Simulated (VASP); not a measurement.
# Pb (Fm-3m) in VASP: a series of runs

Runs on Pb. Level: PBEsol. Tasks: single point.

All numbers are computed with VASP 6.6.1; they aren't measurements. Logs are shortened: lines on timing, memory, paths and dates and some standing lists are left out, and cuts for length are marked.

## Step 1: The cell of the first run

It takes space group Fm-3m (No. 225, cubic). Conventional cell: a = 4.927 Å, b = 4.927 Å, c = 4.927 Å, α = 90.00°, β = 90.00°, γ = 90.00°. Within 4.6 Å of Pb (site symmetry m-3m) lie 12 Pb at 3.48 Å.

## Step 2: Single point, PBEsol

File INCAR:

```
SYSTEM = Pb
PREC = Accurate ; ENCUT = 520
EDIFF = 1E-7 ; ISMEAR = -1
SIGMA = 0.1 ; LREAL = .FALSE.
LASPH = .TRUE. ; NELM = 100
ALGO = Normal ; ISIF = 2
LWAVE = .FALSE. ; LCHARG = .TRUE.
GGA = PS ; LELF = .TRUE.
LVHAR = .TRUE. ; NBANDS = 13
```

File KPOINTS:

```
regular mesh
0
G
  18 18 18
  0 0 0
```

File POSCAR:

```
Pb
1.0
    0.0000000000      2.4635120648      2.4635120648
    2.4635120648      0.0000000000      2.4635120648
    2.4635120648      2.4635120648      0.0000000000
Pb
1
Direct
    0.0000000000      0.0000000000      0.0000000000
```

Potentials or basis: VASP PAW PBE potentials, release 64 (Pb_d).

On the command line:

```
cat potpaw_PBE.64/Pb_d/POTCAR > POTCAR
mpirun -np 1 vasp_std > vasp.out
```

OUTCAR:

```text
SYSTEM = Pb
   PREC = Accurate
   ENCUT = 520
   EDIFF = 1E-7
   ISMEAR = -1
   LREAL = .FALSE.
   LASPH = .TRUE.
   NELM = 100
   ISIF = 2
   GGA = PS

 ion  position               nearest neighbor table
   1  0.000  0.000  0.000-

  LATTYP: Found a face centered cubic cell.
 ALAT       =     4.9270241296

  Lattice vectors:

 A1 = (   0.0000000000,   2.4635120648,   2.4635120648)
 A2 = (   2.4635120648,   0.0000000000,   2.4635120648)
 A3 = (   2.4635120648,   2.4635120648,   0.0000000000)

Analysis of symmetry for initial positions (statically):
=====================================================================
 Subroutine PRICEL returns:
 Original cell was already a primitive cell.

 Routine SETGRP: Setting up the symmetry group for a
 face centered cubic supercell.

 Subroutine GETGRP returns: Found 48 space group operations
 (whereof 48 operations were pure point group operations)
 out of a pool of 48 trial point group operations.

The static configuration has the point symmetry O_h .

Analysis of symmetry for dynamics (positions and initial velocities):
=====================================================================
 Subroutine PRICEL returns:
 Original cell was already a primitive cell.

 Routine SETGRP: Setting up the symmetry group for a
 face centered cubic supercell.

 Subroutine GETGRP returns: Found 48 space group operations
 (whereof 48 operations were pure point group operations)
 out of a pool of 48 trial point group operations.

The dynamic configuration has the point symmetry O_h .

 Subroutine INISYM returns: Found 48 space group operations
 (whereof 48 operations are pure point group operations),
 and found     1 'primitive' translations

----------------------------------------------------------------------------------------

                                     Primitive cell

  volume of cell :      29.9016

  direct lattice vectors                    reciprocal lattice vectors
     0.000000000  2.463512065  2.463512065    -0.202962270  0.202962270  0.202962270
     2.463512065  0.000000000  2.463512065     0.202962270 -0.202962270  0.202962270
     2.463512065  2.463512065  0.000000000     0.202962270  0.202962270 -0.202962270

  length of vectors
     3.483932173  3.483932173  3.483932173     0.351540963  0.351540963  0.351540963

  position of ions in fractional coordinates (direct lattice)
     0.000000000  0.000000000  0.000000000

  ion indices of the primitive-cell ions
   primitive index   ion index
                 1           1

----------------------------------------------------------------------------------------

 KPOINTS: regular mesh

Automatic generation of k-mesh.
 Grid dimensions read from file:
 generate k-points for:   18   18   18

 Generating k-lattice:

  Cartesian coordinates                     Fractional coordinates (reciprocal lattice)
    -0.011275682  0.011275682  0.011275682     0.055555556  0.000000000  0.000000000
     0.011275682 -0.011275682  0.011275682     0.000000000  0.055555556  0.000000000
     0.011275682  0.011275682 -0.011275682     0.000000000  0.000000000  0.055555556

  Length of vectors
     0.019530054  0.019530054  0.019530054

  Shift w.r.t. Gamma in fractional coordinates (k-lattice)
     0.000000000  0.000000000  0.000000000

 Subroutine IBZKPT returns following result:
 ===========================================

 Found    195 irreducible k-points:

 Following reciprocal coordinates:
            Coordinates               Weight
  0.000000  0.000000  0.000000      1.000000
  0.055556  0.000000  0.000000      8.000000
  0.111111  0.000000  0.000000      8.000000
  0.166667  0.000000  0.000000      8.000000
  0.222222  0.000000  0.000000      8.000000
  0.277778  0.000000  0.000000      8.000000
[... 16 lines left out ...]
 -0.277778  0.055556  0.000000     24.000000
 -0.222222  0.055556  0.000000     24.000000
 [... further k-points ...]
   k-points           NKPTS =    195   k-points in BZ     NKDIM =    195   number of bands    NBANDS=     13
   number of dos      NEDOS =    301   number of ions     NIONS =      1
   total plane-waves  NPLWV =  21952
   dimension x,y,z NGX =    28 NGY =   28 NGZ =   28
   dimension x,y,z NGXF=    56 NGYF=   56 NGZF=   56
   ions per type =               1
   NGX,Y,Z   is equivalent  to a cutoff of  13.36, 13.36, 13.36 a.u.
   NGXF,Y,Z  is equivalent  to a cutoff of  26.72, 26.72, 26.72 a.u.
 SYSTEM =  Pb
   PREC   = accura    normal or accurate (medium, high low for compatibility)
   ISTART =      0    job   : 0-new  1-cont  2-samecut
   ICHARG =      2    charge: 1-file 2-atom 10-const
   ISPIN  =      1    spin polarized calculation?
   LNONCOLLINEAR =      F non collinear calculations
   LSORBIT =      F    spin-orbit coupling
   LASPH  =      T    aspherical Exc in radial PAW
   ENCUT  =  520.0 eV  38.22 Ry    6.18 a.u.   6.48  6.48  6.48*2*pi/ulx,y,z
   NELM   =    100;   NELMIN=  2; NELMDL= -5     # of ELM steps
   EDIFF  = 0.1E-06   stopping-criterion for ELM
   LREAL  =      F    real-space projection
   EDIFFG = 0.1E-05   stopping-criterion for IOM
   NSW    =      0    number of steps for IOM
   IBRION =     -1    ionic relax: 0-MD 1-quasi-New 2-CG
   NFREE  =      0    steps in history (QN), initial steepest desc. (CG)
   ISIF   =      2    stress and relaxation
   ISYM   =      2    0-nonsym 1-usesym 2-fastsym
   POTIM  = 0.5000    time-step for ionic-motion
   TEBEG  =    0.0;   TEEND  =   0.0 temperature during run
   PSTRESS=    0.0 pullay stress
   NELECT =      14.0000    total number of electrons
   NUPDOWN=      -1.0000    fix difference up-down
   EMIN   =  10.00;   EMAX   =-10.00  energy-range for DOS
   EFERMI =   0.00;   METHOD = LEGACY
   ISMEAR =    -1;   SIGMA  =   0.10  broadening in eV -4-tet -1-fermi 0-gaus
   EFERMI_NEDOS =   21; number of points for ismear=-14 and -15
   IALGO  =     38    algorithm
   IMIX   =      4    mixing-type and parameters
     AMIX     =   0.40;   BMIX     =  1.00
     AMIX_MAG =   1.60;   BMIX_MAG =  1.00
  volume/ion in A,a.u.               =      29.90       201.79
  Fermi-wavevector in a.u.,A,eV,Ry     =   1.271216  2.402251 21.986894  1.615991
  Thomas-Fermi vector in A             =   2.404161
   LORBIT       =      0    0 simple, 1 ext, 2 COOP (PROOUT), +10 PAW based schemes
   GGA     = PS    functional components
   LHFCALC =     F    Hartree Fock is set to
   AEXX    =    0.0000 exact exchange contribution
   IVDW    =     0    specifies the selected vdW correction
   LEPSILON=     F    determine dielectric tensor
   LRPA    =     F    only Hartree local field effects (RPA)
 non-spin polarized calculation
  energy-cutoff  :      520.00
  volume of cell :       29.90
 maximum number of plane-waves:       825
 NGX is ok and might be reduce to    28
   NGX = 13   NGY = 13   NGZ = 13

 number of electron      13.9999999 magnetization

 Free energy of the ion-electron system (eV)
  ---------------------------------------------------
  ext. energy  EPLUGINS =         0.00000000
  ---------------------------------------------------
  free energy    TOTEN  =        -4.00618889 eV

  energy without entropy =       -3.98726732  energy(sigma->0) =       -3.99672810

 E-fermi :   7.2929     XC(G=0): -10.4083

 val. band max:        7.2920696814   @ k =  -0.4444   0.2778   0.0000
 cond. band min:       7.2950899777   @ k =  -0.3889   0.3333   0.1667
 fundamental gap:      0.0030202964
 Fermi energy:         7.2929056252

 k-point     1 :       0.0000    0.0000    0.0000
  band No.  band energies     occupation
      1      -9.7392      2.00000
      2      -9.7392      2.00000
      3      -9.7392      2.00000
      4      -9.5914      2.00000
      5      -9.5914      2.00000
      6      -4.6061      2.00000
      7      14.7803      0.00000
      8      14.7803      0.00000
      9      14.7803      0.00000
     10      17.0307      0.00000
     11      18.7529      0.00000
     12      19.8408      0.00000
     13      19.8408      0.00000

 k-point     2 :       0.0556    0.0000    0.0000
  band No.  band energies     occupation
      1      -9.7393      2.00000
      2      -9.7344      2.00000
      3      -9.7344      2.00000
      4      -9.5918      2.00000
      5      -9.5918      2.00000
      6      -4.5458      2.00000
      7      13.9880      0.00000
      8      14.7027      0.00000
      9      14.7027      0.00000
     10      16.8756      0.00000
     11      19.1162      0.00000
     12      19.9779      0.00000
     13      19.9779      0.00000

 k-point     3 :       0.1111    0.0000    0.0000
  band No.  band energies     occupation
      1      -9.7401      2.00000
      2      -9.7219      2.00000
      3      -9.7219      2.00000
      4      -9.5915      2.00000
      5      -9.5915      2.00000
      6      -4.3646      2.00000
      7      12.3768      0.00000
      8      14.4936      0.00000
      9      14.4936      0.00000
     10      16.6595      0.00000
     11      19.6990      0.00000
     12      20.3539      0.00000
     13      20.3539      0.00000
[... 305 lines left out ...]
 k-point    23 :      -0.2778    0.0556    0.0000
  band No.  band energies     occupation
      1      -9.7524      2.00000
      2      -9.7046      2.00000
      3      -9.7006      2.00000
      4      -9.5471      2.00000
      5      -9.5134      2.00000
      6      -2.8536      2.00000
      7       6.7321      1.99269
      8      12.4386      0.00000
      9      13.8704      0.00000
     10      16.6086      0.00000
     11      17.8780      0.00000
     12      19.0068      0.00000
     13      20.4831      0.00000

 k-point    24 :      -0.2222    0.0556    0.0000
  band No.  band energies     occupation
      1      -9.7479      2.00000
      2      -9.6985      2.00000
      3      -9.6959      2.00000
      4      -9.5791      2.00000
      5      -9.5424      2.00000
      6      -3.4216      2.00000
      7       8.3285      0.00006
      8      12.6864      0.00000
      9      14.2591      0.00000
     10      16.7065      0.00000
     11      18.4388      0.00000
     12      19.3577      0.00000
     13      21.0209      0.00000

 [... further k-points ...]
[... 5 lines left out ...]
  --------------------------------------------------------------------------------------
  -------------------------------------------------------------------------------------
  Total        0.0271761      0.0271761      0.0271761     -0.0000000      0.0000000     -0.0000000
  in kB        1.4561417      1.4561417      1.4561417     -0.0000000      0.0000000     -0.0000000
  external PRESSURE =       1.4561417 kB  Pullay stress =       0.0000000 kB

 VOLUME and BASIS-vectors are now :
 -----------------------------------------------------------------------------
  energy-cutoff  :      520.00
  volume of cell :       29.90
      direct lattice vectors                 reciprocal lattice vectors
     0.000000000  2.463512065  2.463512065    -0.202962270  0.202962270  0.202962270
     2.463512065  0.000000000  2.463512065     0.202962270 -0.202962270  0.202962270
     2.463512065  2.463512065  0.000000000     0.202962270  0.202962270 -0.202962270

 POSITION                                       TOTAL-FORCE (eV/Angst)
 -----------------------------------------------------------------------------------
      0.00000      0.00000      0.00000        -0.000000     -0.000000     -0.000000
 -----------------------------------------------------------------------------------
    total drift:                               -0.000000     -0.000000     -0.000000

  FREE ENERGIE OF THE ION-ELECTRON SYSTEM (eV)
  ---------------------------------------------------
  free  energy   TOTEN  =        -4.0061888901 eV

  energy  without entropy=       -3.9872673181  energy(sigma->0) =       -3.99672810
```

Wall time 27 s (1 thread of Intel Xeon 6975P-C (Granite Rapids), shared host); peak memory 0.2 GiB.

Results:

```yaml
Free_energy: -4.0062 eV
Pressure: 0.1 GPa
Band_gap_on_the_k_mesh: zero (band 7 reaches 14.78 eV, above the bottom of band 8 at 5.67 eV)
```

Levels at points of the mesh, in eV from the Fermi level:
```
           k point  band 3  band 4  band 5  band 6  band 7  band 8  band 9  band 10  band 11  band 12
(0.00, 0.00, 0.00)  -17.03  -16.88  -16.88  -11.90    7.49    7.49    7.49     9.74    11.46    12.55
(0.50, 0.00, 0.00)  -17.02  -16.74  -16.74   -8.18   -4.33    5.62    5.62     9.20     9.55    11.25
(0.50, 0.50, 0.00)  -16.75  -16.71  -16.71   -6.74   -3.38    2.02    2.02     5.37     6.66    18.31
```

Caveat: the PAW data sets were made with another functional, which shifts forces and pressure a little; spin-orbit coupling is left out, which moves the levels of the heavy elements.

## Step 3: Single point, PBEsol

File INCAR:

```
ALGO = Normal
EDIFF = 1E-6
ENCUT = 520
GGA = PS
ISIF = 2
ISMEAR = -1
LASPH = T
LCHARG = F
LREAL = F
LWAVE = F
NBANDS = 13
NELM = 80
PREC = Accurate
SIGMA = 0.1
```

File KPOINTS:

```
k-points
0
Gamma
  18 18 18
```

POSCAR is that of step 2.

Potentials or basis: VASP PAW PBE potentials, release 64 (Pb_d).

On the command line:

```
cat potpaw_PBE.64/Pb_d/POTCAR > POTCAR
mpirun -np 1 vasp_std > vasp.out
```

Wall time 23 s (1 thread of Intel Xeon 6975P-C (Granite Rapids), shared host); peak memory 0.21 GiB.

It converged, with:

```
Free energy            : -4.0062 eV
Pressure               : 0.1 GPa
Band gap on the k mesh : zero (band 7 reaches 14.78 eV, above the bottom of band 8 at 5.67 eV)
```

Levels at points of the mesh, in eV from the Fermi level:
```csv
k point,band 5,band 6,band 7,band 8,band 9,band 10
"(0.00, 0.00, 0.00)",-16.88,-11.90,7.49,7.49,7.49,9.74
"(0.50, 0.00, 0.00)",-16.74,-8.18,-4.33,5.62,5.62,9.20
"(0.50, 0.50, 0.00)",-16.71,-6.74,-3.38,2.02,2.02,5.37
```

Caveat: the PAW data sets were made with another functional, which shifts forces and pressure a little; spin-orbit coupling is left out, which moves the levels of the heavy elements.

## Step 4: Single point, PBEsol (volume scaled by 1.04)

INCAR is that of step 3.

KPOINTS is that of step 3.

File POSCAR:

```
Pb
1.0
    0.0000000000      2.4959304148      2.4959304148
    2.4959304148      0.0000000000      2.4959304148
    2.4959304148      2.4959304148      0.0000000000
Pb
1
Direct
    0.0000000000      0.0000000000      0.0000000000
```

On the command line:

```
cat potpaw_PBE.64/Pb_d/POTCAR > POTCAR
mpirun -np 1 vasp_std > vasp.out
```

Run time: 23 s. Hardware: 1 thread of Intel Xeon 6975P-C (Granite Rapids), shared host; peak memory 0.21 GiB.

The run converged. Its results:

```yaml
Free_energy: -4.0013 eV
Pressure: -1.6 GPa
Band_gap_on_the_k_mesh: zero (band 7 reaches 14.04 eV, above the bottom of band 8 at 5.32 eV)
```

Levels at points of the mesh, in eV from the Fermi level:
```tsv
k point	band 5	band 6	band 7	band 8	band 9	band 10
(0.00, 0.00, 0.00)	-16.87	-11.63	7.19	7.19	7.19	9.72
(0.50, 0.00, 0.00)	-16.74	-8.14	-4.13	5.41	5.41	9.18
(0.50, 0.50, 0.00)	-16.71	-6.79	-3.21	1.98	1.98	5.26
```

Caveat: the PAW data sets were made with another functional, which shifts forces and pressure a little; spin-orbit coupling is left out, which moves the levels of the heavy elements.

## Step 5: Single point, PBEsol (volume scaled by 1.08)

File INCAR:

```
PREC     = Accurate       # precision mode
ENCUT    = 520            # plane-wave cutoff, eV
EDIFF    = 1E-6           # SCF threshold, eV
ISMEAR   = -1             # smearing method
SIGMA    = 0.1            # smearing width, eV
LREAL    = False          # projectors in reciprocal space
LASPH    = True           # aspherical terms in the spheres
NELM     = 80             # most SCF steps
ALGO     = Normal         # electronic algorithm
ISIF     = 2              # what is computed and relaxed
LWAVE    = False          # write WAVECAR
LCHARG   = True           # write CHGCAR
GGA      = PS             # functional
LELF     = True           # ELF
LVHAR    = True         
NBANDS   = 13             # bands
```

File KPOINTS:

```
regular mesh
0
Gamma
  18 18 18
```

File POSCAR:

```
Pb
1.0
    0.0000000000      2.5275278251      2.5275278251
    2.5275278251      0.0000000000      2.5275278251
    2.5275278251      2.5275278251      0.0000000000
Pb
1
Direct
    0.0000000000      0.0000000000      0.0000000000
```

On the command line:

```
cat potpaw_PBE.64/Pb_d/POTCAR > POTCAR
mpirun -np 1 vasp_std > vasp.out
```

It took 24 s on 1 thread of Intel Xeon 6975P-C (Granite Rapids), shared host; peak memory 0.21 GiB.

Results (log left out):

```
Free energy            : -3.9851 eV
Pressure               : -2.9 GPa
Band gap on the k mesh : zero (band 7 reaches 13.34 eV, above the bottom of band 8 at 4.99 eV)
```

Levels at points of the mesh, in eV from the Fermi level:
```
           k point  band 3  band 4  band 5  band 6  band 7  band 8  band 9  band 10  band 11  band 12
(0.00, 0.00, 0.00)  -16.97  -16.86  -16.86  -11.38    6.90    6.90    6.90     9.69    10.50    12.00
(0.50, 0.00, 0.00)  -16.96  -16.74  -16.74   -8.10   -3.94    5.21    5.21     8.89     9.15    10.80
(0.50, 0.50, 0.00)  -16.75  -16.71  -16.71   -6.84   -3.06    1.95    1.95     5.16     6.43    17.89
```

Caveat: the PAW data sets were made with another functional, which shifts forces and pressure a little; spin-orbit coupling is left out, which moves the levels of the heavy elements.

## Step 6: Single point, PBEsol (volume scaled by 1.12)

File INCAR:

```
PREC = Accurate
ENCUT = 520
EDIFF = 1E-7
ISMEAR = -1
SIGMA = 0.1
LREAL = F
LASPH = T
NELM = 80
ALGO = Normal
ISIF = 2
LWAVE = F
LCHARG = F
GGA = PS
NBANDS = 13
```

KPOINTS is that of step 5.

File POSCAR:

```
Pb
1.0
    0.0000000000      2.5583543732      2.5583543732
    2.5583543732      0.0000000000      2.5583543732
    2.5583543732      2.5583543732      0.0000000000
Pb
1
Direct
    0.0000000000      0.0000000000      0.0000000000
```

Potentials or basis: VASP PAW PBE potentials, release 64 (Pb_d).

On the command line:

```
cat potpaw_PBE.64/Pb_d/POTCAR > POTCAR
mpirun -np 1 vasp_std > vasp.out
```

Wall time 26 s (1 thread of Intel Xeon 6975P-C (Granite Rapids), shared host); peak memory 0.21 GiB.

It converged, with:

```
Free energy            : -3.9597 eV
Pressure               : -4.0 GPa
Band gap on the k mesh : zero (band 7 reaches 12.70 eV, above the bottom of band 8 at 4.69 eV)
```

Levels at points of the mesh, in eV from the Fermi level:
| k point | band 3 | band 4 | band 5 | band 6 | band 7 | band 8 | band 9 | band 10 | band 11 | band 12 |
| --- | --- | --- | --- | --- | --- | --- | --- | --- | --- | --- |
| (0.00, 0.00, 0.00) | -16.95 | -16.85 | -16.85 | -11.15 | 6.63 | 6.63 | 6.63 | 9.66 | 10.05 | 11.76 |
| (0.50, 0.00, 0.00) | -16.94 | -16.75 | -16.75 | -8.07 | -3.77 | 5.02 | 5.02 | 8.60 | 9.12 | 10.60 |
| (0.50, 0.50, 0.00) | -16.75 | -16.72 | -16.72 | -6.89 | -2.93 | 1.91 | 1.91 | 5.07 | 6.33 | 17.69 |

Caveat: the PAW data sets were made with another functional, which shifts forces and pressure a little; spin-orbit coupling is left out, which moves the levels of the heavy elements.

## Step 7: Overview

```tsv
cell	gap on the mesh (eV)	pressure (GPa)
a = 3.484 Å, angles 60.0°, 1 atom	none	0.1
a = 3.530 Å, angles 60.0°, 1 atom	none	-1.6
a = 3.574 Å, angles 60.0°, 1 atom	none	-2.9
a = 3.618 Å, angles 60.0°, 1 atom	none	-4.0
```

Alike in all rows: task single point; level PBEsol; potentials or basis VASP PAW PBE potentials, release 64 (Pb_d); no spin polarisation; k mesh 18 × 18 × 18; cutoff (eV) 520; smearing fermi-dirac 0.1 eV.

Caveats: the PAW data sets were made with another functional, which shifts forces and pressure a little; spin-orbit coupling is left out, which moves the levels of the heavy elements.

Absolute energies hang on the potentials; compare differences alone.
